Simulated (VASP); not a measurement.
A run of VASP 6.6.1 is set up as follows.

File INCAR:

```
PREC = Accurate ; ENCUT = 520
EDIFF = 1E-6 ; ISMEAR = 1
SIGMA = 0.15 ; LREAL = F
LASPH = T ; NELM = 100
ALGO = Normal ; ISIF = 2
LWAVE = F ; LCHARG = T
GGA = PE ; LELF = T
LVHAR = T ; NBANDS = 13
```

KPOINTS

```
regular mesh
0
Gamma
  12 12 12
```

File POSCAR:

```
Mo
1.0
   -1.5734150000      1.5734150000      1.5734150000
    1.5734150000     -1.5734150000      1.5734150000
    1.5734150000      1.5734150000     -1.5734150000
Mo
1
Direct
    0.0000000000      0.0000000000      0.0000000000
```

Potentials or basis: VASP PAW PBE potentials, release 64 (Mo_sv).

Run with:

```console
$ cat potpaw_PBE.64/Mo_sv/POTCAR > POTCAR
$ mpirun -np 1 vasp_std > vasp.out
```

(1) Predict the pressure.

(2) What does it give for the band gap on the k mesh?

Answers

(1) 3.9 GPa.

(2) zero (band 7 reaches 16.65 eV, above the bottom of band 8 at 11.28 eV).
